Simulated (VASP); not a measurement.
## InP: single point with PBE

The system is InP.

```
CELL_PARAMETERS angstrom
0.00000 2.94321 2.94321
2.94321 0.00000 2.94321
2.94321 2.94321 0.00000
ATOMIC_POSITIONS crystal
In 0.00000 0.00000 0.00000
P 0.25000 0.25000 0.25000
```

* Program: VASP 6.6.1
* Task: single point
* Functional: PBE
* Potentials or basis: VASP PAW PBE potentials, release 64 (In_d, P)
* Cutoff: 500 eV
* k mesh: 8 × 8 × 8
* Occupations: gaussian, width 0.02 eV
* Spin: no spin polarisation

| Item | Value |
| --- | --- |
| Pressure | 2.3 GPa |
| Band gap on the k mesh | 0.64 eV |

Levels at points of the mesh, in eV from the valence-band top:
```
           k point  band 6  band 7  band 8  band 9  band 10  band 11  band 12  band 13
(0.00, 0.00, 0.00)  -11.43    0.00    0.00    0.00     0.64     4.09     4.09     4.09
(0.50, 0.00, 0.00)   -9.75   -5.66   -0.95   -0.95     1.47     4.81     4.81     7.08
(0.50, 0.50, 0.00)   -9.11   -5.69   -2.28   -2.28     1.79     2.27     9.13     9.51
```

Run time: 17 s on 1 thread of AMD EPYC 7R43 64-Core Processor (Zen 3), with other jobs on the host, peak memory 0.14 GiB.

Caveat: semilocal functionals underestimate gaps, and a narrow one can read as zero; spin-orbit coupling is left out, which moves the levels of the heavy elements.
